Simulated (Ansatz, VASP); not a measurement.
**One calculation of NaCaSe6, two programs**

File INCAR:

```
ALGO = Normal
EDIFF = 1E-6
EDIFFG = -0.01
ENCUT = 600
GGA = PE
IBRION = 2
ISIF = 3
ISMEAR = 0
LASPH = T
LCHARG = F
LREAL = F
LWAVE = F
NELM = 100
NSW = 100
PREC = Accurate
SIGMA = 0.1
```

Contents of KPOINTS:

```
k-points
0
Gamma
  6 6 6
```

The input POSCAR:

```
NaCaSe6
1.0
    0.0000000000      5.3934418393      5.3934418393
    5.3934418393      0.0000000000      5.3934418393
    5.3934418393      5.3934418393      0.0000000000
Na Ca Se
1 1 6
Direct
    0.0000000000      0.0000000000      0.0000000000
    0.5000000000      0.5000000000      0.5000000000
    0.7544426671      0.2455573329      0.2455573329
    0.2455573329      0.7544426671      0.2455573329
    0.2455573329      0.2455573329      0.7544426671
    0.2455573329      0.7544426671      0.7544426671
    0.7544426671      0.2455573329      0.7544426671
    0.7544426671      0.7544426671      0.2455573329
```

Input for Ansatz:

```yaml
crystal:
  lattice:
    - [0.0, 5.3934418393, 5.3934418393]
    - [5.3934418393, 0.0, 5.3934418393]
    - [5.3934418393, 5.3934418393, 0.0]
  atoms:
    - { symbol: Na, position: [0.0, 0.0, 0.0] }
    - { symbol: Ca, position: [0.5, 0.5, 0.5] }
    - { symbol: Se, position: [0.7544426671, 0.2455573329, 0.2455573329] }
    - { symbol: Se, position: [0.2455573329, 0.7544426671, 0.2455573329] }
    - { symbol: Se, position: [0.2455573329, 0.2455573329, 0.7544426671] }
    - { symbol: Se, position: [0.2455573329, 0.7544426671, 0.7544426671] }
    - { symbol: Se, position: [0.7544426671, 0.2455573329, 0.7544426671] }
    - { symbol: Se, position: [0.7544426671, 0.7544426671, 0.2455573329] }
basis:
  ecutwfc: 420
kpoints:
  mp_grid: { grid: [6, 6, 6] }
hamiltonian:
  xc: pbe
scf:
  occupations: { method: gaussian, width: 0.1 }
output:
  forces: true
  stress: true
  eigenvalues: true
relax:
  adjacent_minimum: "off"
  f_tol: 0.01
  max_steps: 80
  cell: { stress_tol: 0.05 }
```

Alike in both runs: task relaxation of cell and atoms; functional PBE; k mesh 6 × 6 × 6; occupations gaussian, width 0.1 eV; no spin polarisation.

|  | VASP | Ansatz |
| --- | --- | --- |
| version | VASP 6.6.1 | Ansatz 0.2.0 |
| potentials or method | VASP PAW PBE potentials, release 64 (Na_pv, Ca_sv, Se), cutoff 600 eV | scalar-relativistic, plane waves, PAW |
| valence electrons in the cell | 53 | 115 |

|  | VASP | Ansatz | Ansatz less VASP |
| --- | --- | --- | --- |
| gap on the k mesh at the Fermi level, each at its own relaxed structure (eV) | none | none | - |
| relaxed volume (Å³/atom) | 39.22 | 39.22 | 0.000 |
| relaxed cell length with the largest relative difference (Å) | 7.627 | 7.627 | 0.0000 |

A gap of «none» marks a metal or a gap that the smearing closes. VASP's potentials hold 53 valence electrons a cell and Ansatz's 115, so a difference there can come from the potentials and not from the codes.

Noted on VASP's run: the relaxation stopped at its first step, so nothing moved.
